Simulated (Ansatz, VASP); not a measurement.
# One calculation of Cu3O2, two programs

Contents of INCAR:

```
SYSTEM = Cu3O2
PREC = Accurate
ENCUT = 520
EDIFF = 1E-7
ISMEAR = 0
SIGMA = 0.15
LREAL = .FALSE.
LASPH = .TRUE.
NELM = 100
ALGO = Normal
ISIF = 2
LWAVE = .FALSE.
LCHARG = .FALSE.
NBANDS = 30
```

Contents of KPOINTS:

```
regular mesh
0
G
  14 14 14
  0 0 0
```

The input POSCAR:

```
Cu3O2
1.0
   -1.9550019901      1.9550019901      3.5884925292
    1.9550019901     -1.9550019901      3.5884925292
    1.9550019901      1.9550019901     -3.5884925292
Cu O
3 2
Direct
    0.2500000000      0.7500000000      0.5000000000
    0.7500000000      0.2500000000      0.5000000000
    0.0000000000      0.0000000000      0.0000000000
    0.0000000000      0.5000000000      0.5000000000
    0.5000000000      0.0000000000      0.5000000000
```

Input for Ansatz:

```yaml
crystal:
  lattice:
    - [-1.9550019901, 1.9550019901, 3.5884925292]
    - [1.9550019901, -1.9550019901, 3.5884925292]
    - [1.9550019901, 1.9550019901, -3.5884925292]
  atoms:
    - { symbol: Cu, position: [0.25, 0.75, 0.5] }
    - { symbol: Cu, position: [0.75, 0.25, 0.5] }
    - { symbol: Cu, position: [0.0, 0.0, 0.0] }
    - { symbol: O, position: [0.0, 0.5, 0.5] }
    - { symbol: O, position: [0.5, 0.0, 0.5] }
basis:
  ecutwfc: 520.0
kpoints:
  mp_grid: { grid: [14, 14, 14] }
hamiltonian:
  xc: lda
  pseudopotentials: { kind: paw, azcp: { folder: soft_1 } }
scf:
  occupations: { method: gaussian, width: 0.15 }
output:
  forces: true
  stress: true
  eigenvalues: true
  write_density: true
  write_potential: true
  elf: true
  volumetric_format: npy
```

Alike in both runs: task single point; functional LDA; k mesh 14 × 14 × 14; occupations gaussian, width 0.15 eV; no spin polarisation.

|  | VASP | Ansatz |
| --- | --- | --- |
| version | VASP 6.6.1 | Ansatz 0.2.0 |
| potentials or method | VASP PAW LDA potentials, release 64 (Cu, O), cutoff 520 eV | scalar-relativistic, plane waves, PAW |
| valence electrons in the cell | 45 | 69 |

VASP gave:

| Item | Value |
| --- | --- |
| gap on the k mesh at the Fermi level (eV) | none |
| pressure (GPa) | 1.4 |
| traceless stress, the component that is largest in VASP (GPa) | 1.34 |

Q: Which values does Ansatz return?

A: gap on the k mesh at the Fermi level (eV): none; pressure (GPa): 0.0; traceless stress, the component that is largest in VASP (GPa): -0.07.

Ansatz warns that its potentials were made for another functional, while VASP's fit it. LDA's correlation is that of Perdew and Zunger in VASP and of Perdew and Wang (1992) in Ansatz. A gap of «none» marks a metal or a gap that the smearing closes. VASP's potentials hold 45 valence electrons a cell and Ansatz's 69, so a difference there can come from the potentials and not from the codes.
